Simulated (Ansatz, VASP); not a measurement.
## ScSi2 in VASP and in Ansatz

```
Sc Si
1.0
     3.96732    0.00000    0.00000
    -1.98366    3.43580    0.00000
     0.00000    0.00000    3.70280
Sc Si
1 2
Direct
  0.00000 0.00000 0.00000
  0.33333 0.66667 0.50000
  0.66667 0.33333 0.50000
```

Alike in both runs: functional r2SCAN; k mesh 6 × 6 × 6; occupations gaussian, width 0.1 eV; no spin polarisation.

Ansatz relaxed the structure, and its values are those at the end. VASP's run is a single point on that final structure, the one shown.

|  | VASP | Ansatz |
| --- | --- | --- |
| version | VASP 6.6.1 | Ansatz 0.2.0 |
| potentials or method | VASP PAW PBE potentials, release 64 (Sc_sv, Si), cutoff 520 eV | scalar-relativistic, plane waves, PAW |
| valence electrons in the cell | 19 | 19 |

Ansatz gave:

```
gap on the k mesh at the Fermi level (eV) : none
pressure (GPa)                            : 0.2
```

Which values does VASP return?

gap on the k mesh at the Fermi level (eV): none; pressure (GPa): 0.3.

VASP's potentials were made for PBE, not for r2SCAN. A gap of «none» marks a metal or a gap that the smearing closes. With one functional, cell and mesh, what is left measures potentials, basis and numerics.
